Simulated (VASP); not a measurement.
# CuO (Tenorite) (C2/c) in VASP: notebook, part 2 of 2

VASP 6.6.1.

## (4) Relaxation of cell and atoms, LDA

Contents of INCAR:

```
PREC = Accurate
ENCUT = 600
EDIFF = 1E-7
ISMEAR = -1
SIGMA = 0.05
LREAL = False
LASPH = True
NELM = 100
ALGO = Normal
ISIF = 3
LWAVE = False
LCHARG = False
GGA = CA
IBRION = 2
NSW = 60
EDIFFG = -0.01
```

Contents of KPOINTS:

```
Automatic mesh
0
Gamma
  10 10 5
```

Contents of POSCAR:

```
CuO
1.0
    2.3418500000     -1.7113000000      0.0000000000
    2.3418500000      1.7113000000      0.0000000000
   -0.8500274268      0.0000000000      5.0578693947
Cu O
2 2
Direct
    0.5000000000      0.0000000000      0.5000000000
    0.0000000000      0.5000000000      0.0000000000
    0.4184000000      0.5816000000      0.7500000000
    0.5816000000      0.4184000000      0.2500000000
```

Launch:

```bash
$ cat potpaw_LDA.64/Cu/POTCAR potpaw_LDA.64/O/POTCAR > POTCAR
$ mpirun -np 1 vasp_std > vasp.out
```

Run time: 17 min. Hardware: 1 thread of Intel Xeon 6975P-C (Granite Rapids), shared host; peak memory 0.26 GiB.

The run converged. Its results:

| Quantity | Value |
| --- | --- |
| Free energy | -23.3335 eV |
| Relaxed volume | 10.30 Å³/atom |
| Relaxed cell | a = 2.856 Å, b = 2.856 Å, c = 5.058 Å, α = 90.13°, β = 90.13°, γ = 87.84° |
| Space group after relaxing (to 0.05 Å) | Cccm (No. 66) |
| Energy gained by relaxing | 43.4 meV/atom |
| Ionic steps | 28 |
| Pressure after relaxing | -0.1 GPa |
| Largest force after relaxing | 0.009 eV/Å |
| Band gap on the k mesh | zero (band 17 reaches 6.17 eV, above the bottom of band 18 at 5.20 eV) |

Forces on the atoms (eV/Å):
```
Cu   0.000  0.000  0.000
Cu   0.000  0.000  0.000
O    0.000 -0.009  0.000
O    0.000  0.009  0.000
```

Stress tensor (GPa, compression positive):
```
-0.12  0.00 -0.08
 0.00 -0.04  0.00
-0.08  0.00 -0.10
```

The path:
| step | energy change (eV) | largest force (eV/Å) | pressure (GPa) | volume (Å³) |
| --- | --- | --- | --- | --- |
| 1 | 0.0000 | 0.4266 | -8.95 | 40.54 |
| 2 | -0.0250 | 0.0205 | 9.52 | 37.30 |
| 3 | -0.0650 | 0.2149 | 0.60 | 38.67 |
| 4 | -0.0714 | 0.1518 | 0.51 | 38.77 |
| 5 | -0.0791 | 0.0207 | 0.52 | 39.01 |
| 6 | -0.0844 | 0.0083 | 0.26 | 39.17 |
| 7 | -0.0987 | 0.0223 | -0.57 | 39.63 |
| 8 | -0.1203 | 0.0612 | -2.13 | 40.52 |
| 9 | -0.1356 | 0.0554 | -5.21 | 42.13 |
| 10 | -0.1343 | 0.0594 | -3.76 | 41.43 |
| 11 | -0.1394 | 0.0525 | -3.28 | 41.40 |
| 12 | -0.1513 | 0.0325 | -1.86 | 41.30 |
| 13 | -0.1593 | 0.0003 | 0.93 | 41.03 |
| 14 | -0.1595 | 0.0035 | 0.57 | 41.07 |
| 15 | -0.1616 | 0.0134 | 0.32 | 41.12 |
| 16 | -0.1658 | 0.0387 | -0.41 | 41.27 |
| 17 | -0.1640 | 0.0724 | -1.98 | 41.51 |
| 18 | -0.1668 | 0.0508 | -0.91 | 41.35 |
| 19 | -0.1682 | 0.0420 | -0.09 | 41.16 |
| 20 | -0.1684 | 0.0359 | 0.49 | 41.02 |
| 21 | -0.1690 | 0.0294 | 0.22 | 41.05 |
| 22 | -0.1692 | 0.0240 | -0.01 | 41.08 |
| 23 | -0.1696 | 0.0236 | 0.00 | 41.08 |
| 24 | -0.1707 | 0.0211 | 0.06 | 41.10 |
| 25 | -0.1724 | 0.0186 | 0.12 | 41.13 |
| 26 | -0.1736 | 0.0190 | 0.15 | 41.16 |
| 27 | -0.1722 | 0.0403 | -1.30 | 41.45 |
| 28 | -0.1737 | 0.0090 | -0.08 | 41.21 |

Final structure:
```
Cu O
1.0
     2.05120   -1.98073    0.15262
     2.05120    1.98073    0.15262
    -0.39073    0.00000    5.04239
Cu O
2 2
Direct
  0.50000 0.00000 0.50000
  0.00000 0.50000 0.00000
  0.49875 0.50125 0.75000
  0.50125 0.49875 0.25000
```

Levels at points of the mesh, in eV from the Fermi level:
```tsv
k point	band 14	band 15	band 16	band 17	band 18	band 19	band 20	band 21
(0.00, 0.00, 0.00)	-2.59	-2.50	-2.08	0.68	0.78	1.66	6.17	7.56
(0.50, 0.00, 0.00)	-2.05	-1.70	-1.61	0.26	0.49	3.43	6.11	6.79
(0.50, 0.50, 0.00)	-2.52	-1.66	-1.27	-1.25	1.24	1.82	7.15	9.78
```

Caveat: semilocal functionals often make such compounds metallic where correlation or magnetic order opens a gap, which also shifts bond lengths.

## (5) Single point, SVWN5

This run uses another cell than the first one, of 10.74 Å³/atom, 1.060 times its volume.

Contents of INCAR:

```
PREC = Accurate
ENCUT = 700
EDIFF = 1E-6
ISMEAR = -1
SIGMA = 0.05
LREAL = F
LASPH = T
NELM = 120
ALGO = Normal
ISIF = 2
LWAVE = F
LCHARG = F
GGA = VW
NBANDS = 33
GGA_COMPAT = F
```

Contents of KPOINTS:

```
regular mesh
0
Gamma
  10 10 5
```

Contents of POSCAR:

```
CuO
1.0
    2.3877802882     -1.7448634230      0.0000000000
    2.3877802882      1.7448634230      0.0000000000
   -0.8666988638      0.0000000000      5.1570684890
Cu O
2 2
Direct
    0.5000000000      0.0000000000      0.5000000000
    0.0000000000      0.5000000000      0.0000000000
    0.4184000000      0.5816000000      0.7500000000
    0.5816000000      0.4184000000      0.2500000000
```

Potentials or basis: VASP PAW PBE potentials, release 64 (Cu_sv_GW, O).

Launch:

```bash
$ cat potpaw_PBE.64/Cu_sv_GW/POTCAR potpaw_PBE.64/O/POTCAR > POTCAR
$ mpirun -np 1 vasp_std > vasp.out
```

Wall time 2.8 min (1 thread of Intel Xeon 6975P-C (Granite Rapids), shared host); peak memory 0.39 GiB.

It converged, with:

- Free energy: -22.7092 eV
- Pressure: -20.3 GPa
- Largest force: 0.616 eV/Å
- Band gap on the k mesh: zero (band 25 reaches 4.79 eV, above the bottom of band 26 at 4.19 eV)

Forces on the atoms (eV/Å):
```
Cu   0.000  0.000  0.000
Cu   0.000  0.000  0.000
O    0.000 -0.616  0.000
O    0.000  0.616  0.000
```

Stress tensor (GPa, compression positive):
```
-21.72   0.00   1.43
  0.00 -14.63   0.00
  1.43   0.00 -24.69
```

Levels at points of the mesh, in eV from the Fermi level:
| k point | band 23 | band 24 | band 25 | band 26 | band 27 | band 28 |
| --- | --- | --- | --- | --- | --- | --- |
| (0.00, 0.00, 0.00) | -1.98 | -1.51 | 0.22 | 0.89 | 1.49 | 5.86 |
| (0.50, 0.00, 0.00) | -1.36 | -1.30 | -0.01 | 0.26 | 4.72 | 5.94 |
| (0.50, 0.50, 0.00) | -1.62 | -1.11 | -0.60 | 1.01 | 3.37 | 6.67 |

Caveat: the PAW data sets were made with another functional, which shifts forces and pressure a little; semilocal functionals often make such compounds metallic where correlation or magnetic order opens a gap, which also shifts bond lengths.

## (6) Single point, BLYP

This run uses another cell than the first one, of 10.74 Å³/atom, 1.060 times its volume.

Contents of INCAR:

```
SYSTEM = CuO
PREC     = Accurate       ! precision mode
ENCUT    = 700            ! plane-wave cutoff, eV
EDIFF    = 1E-6           ! SCF threshold, eV
ISMEAR   = -1             ! smearing method
SIGMA    = 0.05           ! smearing width, eV
LREAL    = .FALSE.        ! projectors in reciprocal space
LASPH    = .TRUE.         ! aspherical terms in the spheres
NELM     = 120            ! most SCF steps
ALGO     = Normal         ! electronic algorithm
ISIF     = 2              ! what is computed and relaxed
LWAVE    = .FALSE.        ! write WAVECAR
LCHARG   = .FALSE.        ! write CHGCAR
GGA      = B5             ! functional
ALDAX    = 1.0          
AGGAX    = 1.0          
AGGAC    = 1.0          
ALDAC    = 0.0          
NBANDS   = 33             ! bands
GGA_COMPAT= .FALSE.
```

Contents of KPOINTS:

```
regular mesh
0
G
  10 10 5
  0 0 0
```

POSCAR is that of step 5.

Potentials or basis: VASP PAW PBE potentials, release 64 (Cu_sv_GW, O).

Launch:

```bash
$ cat potpaw_PBE.64/Cu_sv_GW/POTCAR potpaw_PBE.64/O/POTCAR > POTCAR
$ mpirun -np 1 vasp_std > vasp.out
```

It took 5.3 min on 1 thread of Intel Xeon Platinum 8488C (Sapphire Rapids), shared host; peak memory 0.41 GiB.

It converged, with:

```
Free energy            : -18.1693 eV
Pressure               : -0.5 GPa
Largest force          : 0.368 eV/Å
Band gap on the k mesh : zero (band 25 reaches 5.56 eV, above the bottom of band 26 at 4.98 eV)
```

Forces on the atoms (eV/Å):
```
Cu   0.000  0.000  0.000
Cu   0.000  0.000  0.000
O    0.000 -0.368  0.000
O    0.000  0.368  0.000
```

Stress tensor (GPa, compression positive):
```
-1.18  0.00 -0.05
 0.00  2.27  0.00
-0.05  0.00 -2.46
```

Levels at points of the mesh, in eV from the Fermi level:
| k point | band 23 | band 24 | band 25 | band 26 | band 27 | band 28 |
| --- | --- | --- | --- | --- | --- | --- |
| (0.00, 0.00, 0.00) | -2.06 | -1.62 | 0.19 | 0.88 | 1.64 | 6.23 |
| (0.50, 0.00, 0.00) | -1.43 | -1.37 | 0.00 | 0.25 | 4.97 | 6.18 |
| (0.50, 0.50, 0.00) | -1.62 | -1.20 | -0.66 | 1.00 | 3.68 | 6.86 |

Caveat: the PAW data sets were made with another functional, which shifts forces and pressure a little; semilocal functionals often make such compounds metallic where correlation or magnetic order opens a gap, which also shifts bond lengths.

## (7) The runs side by side

```csv
task,level,potentials or basis,cell,cutoff (eV),smearing,second run,gap on the mesh (eV),pressure (GPa),relaxed volume (Å³/atom),largest force (eV/Å)
single point,RPBE+D3(BJ),"VASP PAW PBE potentials, release 64 (Cu, O)","a = 2.900, b = 2.900, c = 5.129 Å, angles 97.7, 97.7, 72.3°, 4 atoms",600,gaussian 0.05 eV,-,none,-11.2,-,0.09
relaxation of cell and atoms,LDA,"VASP PAW LDA potentials, release 64 (Cu, O)","relaxed from a = 2.900, b = 2.900, c = 5.129 Å, angles 97.7, 97.7, 72.3°, 4 atoms",600,gaussian 0.1 eV,-,none,0.0,10.30,-
relaxation of cell and atoms,LDA,"VASP PAW LDA potentials, release 64 (Cu, O)","relaxed from a = 2.900, b = 2.900, c = 5.129 Å, angles 97.7, 97.7, 72.3°, 4 atoms",600,fermi-dirac 0.05 eV,-,none,-0.1,10.30,0.01
single point,SVWN5,"VASP PAW PBE potentials, release 64 (Cu_sv_GW, O)","a = 2.957, b = 2.957, c = 5.229 Å, angles 97.7, 97.7, 72.3°, 4 atoms",700,fermi-dirac 0.05 eV,valence_matched,none,-20.3,-,0.62
single point,BLYP,"VASP PAW PBE potentials, release 64 (Cu_sv_GW, O)","a = 2.957, b = 2.957, c = 5.229 Å, angles 97.7, 97.7, 72.3°, 4 atoms",700,fermi-dirac 0.05 eV,valence_matched,none,-0.5,-,0.37
```

Alike in all rows: no spin polarisation; k mesh 10 × 10 × 5.

Caveats: semilocal functionals often make such compounds metallic where correlation or magnetic order opens a gap, which also shifts bond lengths; the PAW data sets were made with another functional, which shifts forces and pressure a little (some runs); pairwise dispersion overbinds metals, which lowers pressure and volume (some runs).

Total energies depend on the potentials used, so only differences within one code and one set of settings carry meaning.
